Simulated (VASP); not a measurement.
Runs of VASP 6.6.1 on PdPt2. The structure is that of space group P6/mmm (No. 191), or close to it. The cells are those of the table. The cell was built from a structure type or drawn by symmetry, and may not be a known phase.

```tsv
task	spin	cell	k mesh	gap on the mesh (eV)	pressure (GPa)	relaxed volume (Å³/atom)
relaxation of cell and atoms	off	relaxed from a = 4.668, b = 4.668, c = 2.629 Å, angles 90.0, 90.0, 120.0°, 3 atoms	6 × 6 × 6	none	0.0	(a)
relaxation of cell and atoms	off	relaxed from a = 4.657, b = 4.657, c = 2.678 Å, angles 90.0, 90.0, 120.0°, 3 atoms	12 × 12 × 18	none	0.0	16.69
single point	collinear	a = 4.657, b = 4.657, c = 2.678 Å, angles 90.0, 90.0, 120.0°, 3 atoms	6 × 6 × 6	none	-0.4	-
single point	off	a = 3.505, b = 3.505, c = 4.592 Å, angles 90.0, 90.0, 120.0°, 3 atoms	6 × 6 × 4	none	353.3	-
single point	off	a = 4.657, b = 4.657, c = 2.678 Å, angles 90.0, 90.0, 120.0°, 3 atoms	6 × 6 × 6	none	-0.4	-
```

Alike in all rows: level PBE; potentials or basis VASP PAW PBE potentials, release 64 (Pd, Pt); cutoff (eV) 500; smearing gaussian 0.1 eV.

Estimate the missing entries.

(a) 16.72.

Caveats: some runs use coarse meshes; spin-orbit coupling is left out, which moves the levels of the heavy elements; the cell stands under pressure (at least some runs).

A k mesh can miss the band edges, and the runs leave out spin-orbit coupling on Pd, Pt.

A gap of «none» marks levels without a gap at the run's occupations.
